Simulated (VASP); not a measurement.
# WS2 (R3m) in VASP: notebook

Runs on WS2. Level: PBEsol. Tasks: single point.

Program: VASP 6.6.1. These are calculated values, not measurements. Logs are shortened: lines on timing, memory, paths and dates and some standing lists are left out, and cuts for length are marked.

## 1. The cell of the first run

The structure is trigonal, space group R3m (No. 160). The conventional cell has a = 3.053 Å, b = 3.053 Å, c = 18.580 Å, α = 90.00°, β = 90.00°, γ = 120.00°. W (site symmetry 3m) has 6 S at 2.38 Å and 6 W at 3.05 Å within 3.1 Å. Within 3.2 Å of S (site symmetry 3m) lie 3 W at 2.38 Å and 7 S at 3.05 to 3.20 Å. S (site symmetry 3m) has 3 W at 2.38 Å and 7 S at 3.05 to 3.20 Å within 3.2 Å.

## 2. Single point, PBEsol (equal strain along all axes, cell held: -3.0 %, then relaxed in part)

The input, INCAR:

```
SYSTEM = WS2
PREC = Accurate
ENCUT = 520
EDIFF = 1E-6
ISMEAR = 0
SIGMA = 0.02
LREAL = .False.
LASPH = .True.
NELM = 100
ALGO = Normal
ISIF = 2
LWAVE = .False.
LCHARG = .False.
GGA = PS
NBANDS = 49
```

The input, KPOINTS:

```
Automatic mesh
0
Gamma
  12 12 2
  0 0 0
```

The input, POSCAR:

```
WS2
1.0
    3.0528602337      0.0000000000      0.0000000000
   -1.5264301169      2.6438545166      0.0000000000
    0.0000000000      0.0000000000     18.5803003775
W S
3 6
Direct
    0.6666666667      0.3333333333      0.3326728941
    0.3333333333      0.6666666667      0.6660062275
    0.0000000000      0.0000000000      0.9993395608
    0.3333333333      0.6666666667      0.2465355550
    0.6666666667      0.3333333333      0.0854248842
    0.0000000000      0.0000000000      0.5798688883
    0.3333333333      0.6666666667      0.4187582175
    0.6666666667      0.3333333333      0.9132022217
    0.0000000000      0.0000000000      0.7520915509
```

Potentials or basis: VASP PAW PBE potentials, release 64 (W_sv, S).

The run is started by

```console
> cat potpaw_PBE.64/W_sv/POTCAR potpaw_PBE.64/S/POTCAR > POTCAR
> mpirun -np 1 vasp_std > vasp.out
```

OUTCAR:

```text
SYSTEM = WS2
   PREC = Accurate
   ENCUT = 520
   EDIFF = 1E-6
   ISMEAR = 0
   LREAL = .False.
   LASPH = .True.
   NELM = 100
   ISIF = 2
   GGA = PS

 ion  position               nearest neighbor table
   1  0.667  0.333  0.333-   7 2.38   7 2.38   7 2.38   4 2.38   4 2.38   4 2.38
   2  0.333  0.667  0.666-   9 2.38   9 2.38   9 2.38   6 2.38   6 2.38   6 2.38
   3  0.000  0.000  0.999-   5 2.38   5 2.38   5 2.38   8 2.38   8 2.38   8 2.38
   4  0.333  0.667  0.247-   1 2.38   1 2.38   1 2.38
   5  0.667  0.333  0.085-   3 2.38   3 2.38   3 2.38
   6  0.000  0.000  0.580-   2 2.38   2 2.38   2 2.38
   7  0.333  0.667  0.419-   1 2.38   1 2.38   1 2.38
   8  0.667  0.333  0.913-   3 2.38   3 2.38   3 2.38
   9  0.000  0.000  0.752-   2 2.38   2 2.38   2 2.38

  LATTYP: Found a hexagonal cell.
 ALAT       =     3.0528602337
 C/A-ratio  =     6.0861942425

  Lattice vectors:

 A1 = (   3.0528602337,   0.0000000000,   0.0000000000)
 A2 = (  -1.5264301169,   2.6438545166,   0.0000000000)
 A3 = (   0.0000000000,   0.0000000000,  18.5803003775)

Analysis of symmetry for initial positions (statically):
=====================================================================
 Subroutine PRICEL returns following result:

  LATTYP: Found a trigonal (rhomboedric) cell.
 ALAT       =     6.4393532186
 COS(alpha) =     0.8876173286

  Lattice vectors:

 A1 = (   1.5264301167,  -0.8812848388,  -6.1934334585)
 A2 = (  -1.5264301165,  -0.8812848390,  -6.1934334604)
 A3 = (  -0.0000000002,   1.7625696778,  -6.1934334585)

   3 primitive cells build up your supercell.

 Routine SETGRP: Setting up the symmetry group for a
 hexagonal supercell.

 Subroutine GETGRP returns: Found  6 space group operations
 (whereof  6 operations were pure point group operations)
 out of a pool of 24 trial point group operations.

The static configuration has the point symmetry C_3v.

Analysis of symmetry for dynamics (positions and initial velocities):
=====================================================================
 Subroutine PRICEL returns following result:

  LATTYP: Found a trigonal (rhomboedric) cell.
 ALAT       =     6.4393532186
 COS(alpha) =     0.8876173286

  Lattice vectors:

 A1 = (   1.5264301167,  -0.8812848388,  -6.1934334585)
 A2 = (  -1.5264301165,  -0.8812848390,  -6.1934334604)
 A3 = (  -0.0000000002,   1.7625696778,  -6.1934334585)

   3 primitive cells build up your supercell.

 Routine SETGRP: Setting up the symmetry group for a
 hexagonal supercell.

 Subroutine GETGRP returns: Found  6 space group operations
 (whereof  6 operations were pure point group operations)
 out of a pool of 24 trial point group operations.

The dynamic configuration has the point symmetry C_3v.

 Subroutine INISYM returns: Found  6 space group operations
 (whereof  6 operations are pure point group operations),
 and found     3 'primitive' translations

----------------------------------------------------------------------------------------

                                     Primitive cell

  volume of cell :      49.9892

  direct lattice vectors                    reciprocal lattice vectors
     1.526430117 -0.881284839 -6.193433459     0.327561671 -0.189117819 -0.053820443
    -1.526430117 -0.881284839 -6.193433460    -0.327561671 -0.189117819 -0.053820443
    -0.000000000  1.762569678 -6.193433459    -0.000000000  0.378235638 -0.053820443

  length of vectors
     6.439353219  6.439353220  6.439353219     0.382045597  0.382045597  0.382045597

  position of ions in fractional coordinates (direct lattice)
     0.000660439  0.000660439  0.000660439
     0.420131112  0.420131112  0.420131112
     0.247908449  0.247908449  0.247908449

  ion indices of the primitive-cell ions
   primitive index   ion index
                 1           1
                 2           8
                 3           5

----------------------------------------------------------------------------------------

 KPOINTS: Automatic mesh

Automatic generation of k-mesh.
 Grid dimensions read from file:
 generate k-points for:   12   12    2

 Generating k-lattice:

  Cartesian coordinates                     Fractional coordinates (reciprocal lattice)
     0.027296806  0.015759818  0.000000000     0.083333333 -0.000000000  0.000000000
     0.000000000  0.031519637  0.000000000     0.000000000  0.083333333  0.000000000
     0.000000000  0.000000000  0.026910222     0.000000000  0.000000000  0.500000000

  Length of vectors
     0.031519637  0.031519637  0.026910222

  Shift w.r.t. Gamma in fractional coordinates (k-lattice)
     0.000000000  0.000000000  0.000000000

 Subroutine IBZKPT returns following result:
 ===========================================

 Found     38 irreducible k-points:

 Following reciprocal coordinates:
            Coordinates               Weight
  0.000000  0.000000  0.000000      1.000000
  0.083333  0.000000  0.000000      6.000000
  0.166667  0.000000  0.000000      6.000000
  0.250000  0.000000  0.000000      6.000000
  0.333333  0.000000  0.000000      6.000000
  0.416667  0.000000  0.000000      6.000000
[... 16 lines left out ...]
  0.250000  0.000000  0.500000      6.000000
  0.333333  0.000000  0.500000      6.000000
 [... further k-points ...]
   k-points           NKPTS =     38   k-points in BZ     NKDIM =     38   number of bands    NBANDS=     49
   number of dos      NEDOS =    301   number of ions     NIONS =      9
   total plane-waves  NPLWV =  80640
   dimension x,y,z NGX =    24 NGY =   24 NGZ =  140
   dimension x,y,z NGXF=    48 NGYF=   48 NGZF=  280
   ions per type =               3   6
   NGX,Y,Z   is equivalent  to a cutoff of  13.07, 13.07, 12.53 a.u.
   NGXF,Y,Z  is equivalent  to a cutoff of  26.14, 26.14, 25.05 a.u.
 SYSTEM =  WS2
   PREC   = accura    normal or accurate (medium, high low for compatibility)
   ISTART =      0    job   : 0-new  1-cont  2-samecut
   ICHARG =      2    charge: 1-file 2-atom 10-const
   ISPIN  =      1    spin polarized calculation?
   LNONCOLLINEAR =      F non collinear calculations
   LSORBIT =      F    spin-orbit coupling
   LASPH  =      T    aspherical Exc in radial PAW
   ENCUT  =  520.0 eV  38.22 Ry    6.18 a.u.   5.68  5.68 34.55*2*pi/ulx,y,z
   NELM   =    100;   NELMIN=  2; NELMDL= -5     # of ELM steps
   EDIFF  = 0.1E-05   stopping-criterion for ELM
   LREAL  =      F    real-space projection
   EDIFFG = 0.1E-04   stopping-criterion for IOM
   NSW    =      0    number of steps for IOM
   IBRION =     -1    ionic relax: 0-MD 1-quasi-New 2-CG
   NFREE  =      0    steps in history (QN), initial steepest desc. (CG)
   ISIF   =      2    stress and relaxation
   ISYM   =      2    0-nonsym 1-usesym 2-fastsym
   POTIM  = 0.5000    time-step for ionic-motion
   TEBEG  =    0.0;   TEEND  =   0.0 temperature during run
   PSTRESS=    0.0 pullay stress
   NELECT =      78.0000    total number of electrons
   NUPDOWN=      -1.0000    fix difference up-down
   EMIN   =  10.00;   EMAX   =-10.00  energy-range for DOS
   EFERMI =   0.00;   METHOD = LEGACY
   ISMEAR =     0;   SIGMA  =   0.02  broadening in eV -4-tet -1-fermi 0-gaus
   EFERMI_NEDOS =   21; number of points for ismear=-14 and -15
   IALGO  =     38    algorithm
   IMIX   =      4    mixing-type and parameters
     AMIX     =   0.40;   BMIX     =  1.00
     AMIX_MAG =   1.60;   BMIX_MAG =  1.00
  volume/ion in A,a.u.               =      16.66       112.45
  Fermi-wavevector in a.u.,A,eV,Ry     =   1.316560  2.487937 23.583387  1.733330
  Thomas-Fermi vector in A             =   2.446663
   LORBIT       =      0    0 simple, 1 ext, 2 COOP (PROOUT), +10 PAW based schemes
   GGA     = PS    functional components
   LHFCALC =     F    Hartree Fock is set to
   AEXX    =    0.0000 exact exchange contribution
   IVDW    =     0    specifies the selected vdW correction
   LEPSILON=     F    determine dielectric tensor
   LRPA    =     F    only Hartree local field effects (RPA)
 non-spin polarized calculation
 Gauss-broadening in eV      SIGMA  =   0.02
  energy-cutoff  :      520.00
  volume of cell :      149.97
 maximum number of plane-waves:      4064
 NGX is ok and might be reduce to    24
   NGX = 11   NGY = 11   NGZ = 69

 number of electron      78.0000006 magnetization

 Free energy of the ion-electron system (eV)
  ---------------------------------------------------
  ext. energy  EPLUGINS =         0.00000000
  ---------------------------------------------------
  free energy    TOTEN  =       -75.50019790 eV

  energy without entropy =      -75.50019790  energy(sigma->0) =      -75.50019790

 E-fermi :   8.0114     XC(G=0): -11.4550

 val. band max:        7.8808706008   @ k =   0.0000   0.0000   0.5000
 cond. band min:       8.9367446475   @ k =   0.1667   0.1667   0.0000
 fundamental gap:      1.0558740467
 Fermi energy:         8.0113507422

 k-point     1 :       0.0000    0.0000    0.0000
  band No.  band energies     occupation
      1     -66.2695      2.00000
      2     -66.2695      2.00000
      3     -66.2695      2.00000
      4     -30.6320      2.00000
      5     -30.6320      2.00000
      6     -30.6320      2.00000
[... 41 lines left out ...]
     48      10.8332      0.00000
     49      10.8783      0.00000

 k-point     2 :       0.0833    0.0000    0.0000
  band No.  band energies     occupation
      1     -66.2674      2.00000
      2     -66.2674      2.00000
      3     -66.2674      2.00000
      4     -30.6255      2.00000
      5     -30.6255      2.00000
      6     -30.6254      2.00000
[... 41 lines left out ...]
     48      10.7500      0.00000
     49      11.0199      0.00000

 k-point     3 :       0.1667    0.0000    0.0000
  band No.  band energies     occupation
      1     -66.2618      2.00000
      2     -66.2618      2.00000
      3     -66.2618      2.00000
      4     -30.6076      2.00000
      5     -30.6076      2.00000
      6     -30.6076      2.00000
[... 1081 lines left out ...]
     48      11.2427      0.00000
     49      11.8318      0.00000

 k-point    24 :       0.3333    0.0000    0.5000
  band No.  band energies     occupation
      1     -66.2465      2.00000
      2     -66.2465      2.00000
      3     -66.2465      2.00000
      4     -30.6979      2.00000
      5     -30.6979      2.00000
      6     -30.6979      2.00000
[... 41 lines left out ...]
     48      11.6653      0.00000
     49      12.0833      0.00000

 [... further k-points ...]

------------------------ aborting loop because EDIFF is reached ----------------------------------------

  FORCE on cell =-STRESS in cart. coord.  units (eV):
  Direction    XX          YY          ZZ          XY          YZ          ZX
  --------------------------------------------------------------------------------------
  -------------------------------------------------------------------------------------
  Total       10.0480221     10.0480221      1.4627966     -0.0000000      0.0000000      0.0000000
  in kB      107.3480004    107.3480004     15.6277809     -0.0000000      0.0000000      0.0000000
  external PRESSURE =      76.7745939 kB  Pullay stress =       0.0000000 kB

 VOLUME and BASIS-vectors are now :
 -----------------------------------------------------------------------------
  energy-cutoff  :      520.00
  volume of cell :      149.97
      direct lattice vectors                 reciprocal lattice vectors
     3.052860234  0.000000000  0.000000000     0.327561671  0.189117819  0.000000000
    -1.526430117  2.643854517  0.000000000     0.000000000  0.378235638  0.000000000
     0.000000000  0.000000000 18.580300377     0.000000000  0.000000000  0.053820443

 POSITION                                       TOTAL-FORCE (eV/Angst)
 -----------------------------------------------------------------------------------
      1.52643      0.88128      6.18116        -0.000000     -0.000000      0.000475
     -0.00000      1.76257     12.37460        -0.000000      0.000000      0.000475
      0.00000      0.00000     18.56803        -0.000000     -0.000000      0.000475
     -0.00000      1.76257      4.58070         0.000000     -0.000000     -0.025964
      1.52643      0.88128      1.58722         0.000000     -0.000000      0.025489
      0.00000      0.00000     10.77414         0.000000      0.000000     -0.025964
     -0.00000      1.76257      7.78065         0.000000     -0.000000      0.025489
      1.52643      0.88128     16.96757         0.000000      0.000000     -0.025964
      0.00000      0.00000     13.97409         0.000000     -0.000000      0.025489
 -----------------------------------------------------------------------------------
    total drift:                                0.000000      0.000000     -0.000083

  FREE ENERGIE OF THE ION-ELECTRON SYSTEM (eV)
  ---------------------------------------------------
  free  energy   TOTEN  =       -75.5001979021 eV

  energy  without entropy=      -75.5001979021  energy(sigma->0) =      -75.50019790
```

Wall time 6.3 min (1 thread of Intel Xeon 8259CL, shared host); peak memory 0.38 GiB.

Results:

| Property | Result |
| --- | --- |
| Free energy | -75.5002 eV |
| Pressure | 7.7 GPa |
| Largest force | 0.026 eV/Å |
| Band gap on the k mesh | 1.06 eV |

Forces in eV/Å, atoms in the order of the input:
```
W    0.000  0.000  0.000
W    0.000  0.000  0.000
W    0.000  0.000  0.000
S    0.000  0.000 -0.026
S    0.000  0.000  0.025
S    0.000  0.000 -0.026
S    0.000  0.000  0.025
S    0.000  0.000 -0.026
S    0.000  0.000  0.025
```

Caveat: the cell differs from its parent crystal (equal strain along all axes, cell held: -3.0 %, then relaxed in part); the cell stands under pressure; the PAW data sets were made with another functional, which shifts forces and pressure a little; spin-orbit coupling is left out, which moves the levels of the heavy elements; this functional lacks dispersion, which binds the layers, so the pressure and a relaxed spacing across them are unreliable. A k mesh can miss the band edges.

[end of part 1 of 2]
